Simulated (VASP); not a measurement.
# Cu (Cmcm) in VASP: further runs, part 2 of 2

VASP 6.6.1. The steps go on from the part before.

## 3. Single point, PBEsol (strain +0.0525 x Voigt [1, 1, 0, 0, 0, 0])

File INCAR:

```
SYSTEM = Cu
PREC = Accurate ; ENCUT = 520
EDIFF = 1E-7 ; ISMEAR = 0
SIGMA = 0.15 ; LREAL = .FALSE.
LASPH = .TRUE. ; NELM = 100
ALGO = Fast ; ISIF = 2
LWAVE = .FALSE. ; LCHARG = .FALSE.
GGA = PS ; NBANDS = 18
```

File KPOINTS:

```
Automatic mesh
0
G
  20 20 20
  0 0 0
```

File POSCAR:

```
Cu
1.0
    1.2824330337     -4.1851378559      0.0000000000
    1.2824330337      4.1851378559      0.0000000000
    0.0000000000      0.0000000000      2.4754955235
Cu
2
Direct
    0.1338666500      0.8661333500      0.2500000000
    0.8661333500      0.1338666500      0.7500000000
```

Potentials or basis: VASP PAW PBE potentials, release 64 (Cu).

Started as:

```sh
$ cat potpaw_PBE.64/Cu/POTCAR > POTCAR
$ mpirun -np 1 vasp_std > vasp.out
```

OUTCAR:

```text
SYSTEM = Cu
   PREC = Accurate
   ENCUT = 520
   EDIFF = 1E-7
   ISMEAR = 0
   LREAL = .FALSE.
   LASPH = .TRUE.
   NELM = 100
   ISIF = 2
   GGA = PS

 ion  position               nearest neighbor table
   1  0.134  0.866  0.250-   2 2.56   2 2.56   2 2.64   2 2.64   2 2.64   2 2.64
   2  0.866  0.134  0.750-   1 2.56   1 2.56   1 2.64   1 2.64   1 2.64   1 2.64

  LATTYP: Found a base centered orthorhombic cell.
 ALAT       =     2.5648660674
 B/A-ratio  =     3.2634357864
 C/A-ratio  =     0.9651558633

  Lattice vectors:

 A1 = (   1.2824330337,  -4.1851378559,   0.0000000000)
 A2 = (   1.2824330337,   4.1851378559,   0.0000000000)
 A3 = (   0.0000000000,   0.0000000000,   2.4754955235)

Analysis of symmetry for initial positions (statically):
=====================================================================
 Subroutine PRICEL returns:
 Original cell was already a primitive cell.

 Routine SETGRP: Setting up the symmetry group for a
 base centered orthorhombic supercell.

 Subroutine GETGRP returns: Found  8 space group operations
 (whereof  4 operations were pure point group operations)
[... 162 lines left out ...]
  ext. energy  EPLUGINS =         0.00000000
  ---------------------------------------------------
  free energy    TOTEN  =        -8.17056022 eV

  energy without entropy =       -8.16336886  energy(sigma->0) =       -8.16696454

 E-fermi :   6.0113     XC(G=0): -12.1985

 val. band max:        6.0105766170   @ k =  -0.3500   0.3000   0.5000
 cond. band min:       6.0126198585   @ k =   0.5000   0.2000   0.1500
 fundamental gap:      0.0020432415
 Fermi energy:         6.0113437773

 k-point     1 :       0.0000    0.0000    0.0000
  band No.  band energies     occupation
      1      -2.5149      2.00000
      2       1.5285      2.00000
      3       2.2893      2.00000
      4       2.6654      2.00000
      5       3.3578      2.00000
      6       3.4700      2.00000
[... 481 lines left out ...]
      5       3.1053      2.00000
      6       3.6440      2.00000
[... 10 lines left out ...]
     17      24.9995      0.00000
     18      27.4628      0.00000

 [... further k-points ...]
[... 5 lines left out ...]
  --------------------------------------------------------------------------------------
  -------------------------------------------------------------------------------------
  Total       -2.4132388     -2.2860243     -1.1702191      0.0000000     -0.0000000      0.0000000
  in kB     -145.5037774   -137.8335101    -70.5571693      0.0000000     -0.0000000      0.0000000
  external PRESSURE =    -117.9648190 kB  Pullay stress =       0.0000000 kB

 VOLUME and BASIS-vectors are now :
 -----------------------------------------------------------------------------
  energy-cutoff  :      520.00
  volume of cell :       26.57
      direct lattice vectors                 reciprocal lattice vectors
     1.282433034 -4.185137856  0.000000000     0.389883906 -0.119470378  0.000000000
     1.282433034  4.185137856  0.000000000     0.389883906  0.119470378  0.000000000
     0.000000000  0.000000000  2.475495523     0.000000000  0.000000000  0.403959527

 POSITION                                       TOTAL-FORCE (eV/Angst)
 -----------------------------------------------------------------------------------
      1.28243      3.06464      0.61887         0.000000     -0.121325      0.000000
      1.28243     -3.06464      1.85662         0.000000      0.121325     -0.000000
 -----------------------------------------------------------------------------------
    total drift:                                0.000000      0.000000      0.000000

  FREE ENERGIE OF THE ION-ELECTRON SYSTEM (eV)
  ---------------------------------------------------
  free  energy   TOTEN  =        -8.1705602184 eV

  energy  without entropy=       -8.1633688564  energy(sigma->0) =       -8.16696454
```

stdout:

```text
POSCAR found type information on POSCAR Cu
 POSCAR found :  1 types and       2 ions
 scaLAPACK will be used
 -----------------------------------------------------------------------------
[... 42 lines left out ...]
 num prob  num prob  num prob  num prob  num prob  num prob  num prob WARNING in EDDRMM: call to ZHEGV failed, returncode =   6  3     18
 num prob  num prob  num prob  num prob  num prob WARNING in EDDRMM: call to ZHEGV failed, returncode =   8  4     17
 num prob WARNING in EDDRMM: call to ZHEGV failed, returncode =   6  3     17
 num prob  num prob  num prob  num prob  num prob  num prob  num prob  num prob  num prob  num prob RMM:  17    -0.817056021835E+01    0.20251E-07   -0.20390E-07 32574   0.480E-03
```

Wall time 21 min (1 thread of Intel Xeon Platinum 8488C (Sapphire Rapids), shared host); peak memory 0.56 GiB.

What came out:

```yaml
Free_energy: -8.1706 eV
Pressure: -11.8 GPa
Largest_force: 0.121 eV/Å
Band_gap_on_the_k_mesh: zero (band 11 reaches 9.93 eV, above the bottom of band 12 at 4.50 eV)
```

Forces on the atoms (eV/Å):
```
Cu   0.000 -0.121  0.000
Cu   0.000  0.121  0.000
```

Stress tensor (GPa, compression positive):
```
-14.55   0.00   0.00
  0.00 -13.78   0.00
  0.00   0.00  -7.06
```

Caveat: the cell differs from its parent crystal (strain +0.0525 x Voigt [1, 1, 0, 0, 0, 0]); the PAW data sets were made with another functional, which shifts forces and pressure a little.

## 4. Single point, PBEsol (strain +0.0600 x Voigt [1, 1, 0, 0, 0, 0])

File INCAR:

```
PREC = Accurate ; ENCUT = 520
EDIFF = 1E-6 ; ISMEAR = 0
SIGMA = 0.15 ; LREAL = F
LASPH = T ; NELM = 80
ALGO = Fast ; ISIF = 2
LWAVE = F ; LCHARG = T
GGA = PS ; LELF = T
LVHAR = T ; NBANDS = 18
```

File KPOINTS:

```
regular mesh
0
Gamma
  20 20 20
```

File POSCAR:

```
Cu
1.0
    1.2915715114     -4.2149606910      0.0000000000
    1.2915715114      4.2149606910      0.0000000000
    0.0000000000      0.0000000000      2.4754955235
Cu
2
Direct
    0.1338666500      0.8661333500      0.2500000000
    0.8661333500      0.1338666500      0.7500000000
```

Potentials or basis: VASP PAW PBE potentials, release 64 (Cu).

Started as:

```sh
$ cat potpaw_PBE.64/Cu/POTCAR > POTCAR
$ mpirun -np 1 vasp_std > vasp.out
```

OUTCAR:

```text
PREC = Accurate
   ENCUT = 520
   EDIFF = 1E-6
   ISMEAR = 0
   LREAL = F
   LASPH = T
   NELM = 80
   ISIF = 2
   GGA = PS

 ion  position               nearest neighbor table
   1  0.134  0.866  0.250-   2 2.57   2 2.57   2 2.65   2 2.65   2 2.65   2 2.65
   2  0.866  0.134  0.750-   1 2.57   1 2.57   1 2.65   1 2.65   1 2.65   1 2.65

  LATTYP: Found a base centered orthorhombic cell.
 ALAT       =     2.5831430228
 B/A-ratio  =     3.2634357864
 C/A-ratio  =     0.9583269303

  Lattice vectors:

 A1 = (   1.2915715114,  -4.2149606910,   0.0000000000)
 A2 = (   1.2915715114,   4.2149606910,   0.0000000000)
 A3 = (   0.0000000000,   0.0000000000,   2.4754955235)

Analysis of symmetry for initial positions (statically):
=====================================================================
 Subroutine PRICEL returns:
 Original cell was already a primitive cell.

 Routine SETGRP: Setting up the symmetry group for a
 base centered orthorhombic supercell.

 Subroutine GETGRP returns: Found  8 space group operations
 (whereof  4 operations were pure point group operations)
 out of a pool of  8 trial point group operations.

The static configuration has the point symmetry C_2h.
 The point group associated with its full space group is D_2h.

Analysis of symmetry for dynamics (positions and initial velocities):
=====================================================================
 Subroutine PRICEL returns:
 Original cell was already a primitive cell.

 Routine SETGRP: Setting up the symmetry group for a
 base centered orthorhombic supercell.

 Subroutine GETGRP returns: Found  8 space group operations
 (whereof  4 operations were pure point group operations)
 out of a pool of  8 trial point group operations.

The dynamic configuration has the point symmetry C_2h.
 The point group associated with its full space group is D_2h.

 Subroutine INISYM returns: Found  8 space group operations
[... 109 lines left out ...]
   NUPDOWN=      -1.0000    fix difference up-down
   EMIN   =  10.00;   EMAX   =-10.00  energy-range for DOS
   EFERMI =   0.00;   METHOD = LEGACY
   ISMEAR =     0;   SIGMA  =   0.15  broadening in eV -4-tet -1-fermi 0-gaus
   EFERMI_NEDOS =   21; number of points for ismear=-14 and -15
   IALGO  =     68    algorithm
   IMIX   =      4    mixing-type and parameters
     AMIX     =   0.40;   BMIX     =  1.00
     AMIX_MAG =   1.60;   BMIX_MAG =  1.00
  volume/ion in A,a.u.               =      13.48        90.94
  Fermi-wavevector in a.u.,A,eV,Ry     =   1.529963  2.891211 31.848350  2.340788
  Thomas-Fermi vector in A             =   2.637512
   LORBIT       =      0    0 simple, 1 ext, 2 COOP (PROOUT), +10 PAW based schemes
   GGA     = PS    functional components
   LHFCALC =     F    Hartree Fock is set to
   AEXX    =    0.0000 exact exchange contribution
   IVDW    =     0    specifies the selected vdW correction
   LEPSILON=     F    determine dielectric tensor
   LRPA    =     F    only Hartree local field effects (RPA)
 non-spin polarized calculation
 RMM-DIIS sequential band-by-band and
 Gauss-broadening in eV      SIGMA  =   0.15
  energy-cutoff  :      520.00
  volume of cell :       26.95
 maximum number of plane-waves:       741
 NGX is ok and might be reduce to    36
   NGX = 17   NGY = 17   NGZ =  9

 number of electron      21.9999979 magnetization

 Free energy of the ion-electron system (eV)
  ---------------------------------------------------
  ext. energy  EPLUGINS =         0.00000000
  ---------------------------------------------------
  free energy    TOTEN  =        -8.13555847 eV

  energy without entropy =       -8.12834429  energy(sigma->0) =       -8.13195138

 E-fermi :   5.8577     XC(G=0): -12.1187

 val. band max:        5.8575889496   @ k =  -0.3500   0.1500   0.4500
 cond. band min:       5.8643383706   @ k =   0.5000   0.3500   0.4500
 fundamental gap:      0.0067494209
 Fermi energy:         5.8576896880

 k-point     1 :       0.0000    0.0000    0.0000
  band No.  band energies     occupation
      1      -2.5713      2.00000
      2       1.4326      2.00000
      3       2.1947      2.00000
      4       2.5550      2.00000
      5       3.2182      2.00000
      6       3.3735      2.00000
[... 481 lines left out ...]
      5       2.9646      2.00000
      6       3.5402      2.00000
[... 10 lines left out ...]
     17      24.5717      0.00000
     18      27.3265      0.00000

 [... further k-points ...]
[... 5 lines left out ...]
  --------------------------------------------------------------------------------------
  -------------------------------------------------------------------------------------
  Total       -2.6332240     -2.5080475     -1.2627296      0.0000000      0.0000000      0.0000000
  in kB     -156.5288000   -149.0878383    -75.0614279      0.0000000      0.0000000      0.0000000
  external PRESSURE =    -126.8926887 kB  Pullay stress =       0.0000000 kB

 VOLUME and BASIS-vectors are now :
 -----------------------------------------------------------------------------
  energy-cutoff  :      520.00
  volume of cell :       26.95
      direct lattice vectors                 reciprocal lattice vectors
     1.291571511 -4.214960691  0.000000000     0.387125293 -0.118625068  0.000000000
     1.291571511  4.214960691  0.000000000     0.387125293  0.118625068  0.000000000
     0.000000000  0.000000000  2.475495523     0.000000000  0.000000000  0.403959527

 POSITION                                       TOTAL-FORCE (eV/Angst)
 -----------------------------------------------------------------------------------
      1.29157      3.08648      0.61887         0.000000     -0.133030      0.000000
      1.29157     -3.08648      1.85662         0.000000      0.133030     -0.000000
 -----------------------------------------------------------------------------------
    total drift:                                0.000000      0.000000      0.000000

  FREE ENERGIE OF THE ION-ELECTRON SYSTEM (eV)
  ---------------------------------------------------
  free  energy   TOTEN  =        -8.1355584705 eV

  energy  without entropy=       -8.1283442897  energy(sigma->0) =       -8.13195138
```

It took 20 min on 1 thread of Intel Xeon Platinum 8488C (Sapphire Rapids), shared host; peak memory 0.56 GiB.

Results:

- Free energy: -8.1356 eV
- Pressure: -12.7 GPa
- Largest force: 0.133 eV/Å
- Band gap on the k mesh: zero (band 11 reaches 9.77 eV, above the bottom of band 12 at 4.35 eV)

Forces in eV/Å, atoms in the order of the input:
```
Cu   0.000 -0.133  0.000
Cu   0.000  0.133  0.000
```

Stress tensor (GPa, compression positive):
```
-15.65   0.00   0.00
  0.00 -14.91   0.00
  0.00   0.00  -7.51
```

Caveat: the cell differs from its parent crystal (strain +0.0600 x Voigt [1, 1, 0, 0, 0, 0]); the PAW data sets were made with another functional, which shifts forces and pressure a little.

## 5. Summary

| cell | further INCAR settings | gap on the mesh (eV) | pressure (GPa) | largest force (eV/Å) |
| --- | --- | --- | --- | --- |
| a = 4.346, b = 4.346, c = 2.475 Å, angles 90.0, 90.0, 145.9°, 2 atoms | ALGO = Fast; EDIFF = 1e-07; NBANDS = 18 | none | -10.7 | 0.11 |
| a = 4.377, b = 4.377, c = 2.475 Å, angles 90.0, 90.0, 145.9°, 2 atoms | ALGO = Fast; EDIFF = 1e-07; NBANDS = 18 | none | -11.8 | 0.12 |
| a = 4.408, b = 4.408, c = 2.475 Å, angles 90.0, 90.0, 145.9°, 2 atoms | ALGO = Fast; EDIFF = 1e-06; NBANDS = 18 | none | -12.7 | 0.13 |

Alike in all rows: task single point; level PBEsol; potentials or basis VASP PAW PBE potentials, release 64 (Cu); no spin polarisation; k mesh 20 × 20 × 20; cutoff (eV) 520; smearing gaussian 0.15 eV.

Caveats: the PAW data sets were made with another functional, which shifts forces and pressure a little.

Absolute energies hang on the potentials; compare differences alone.
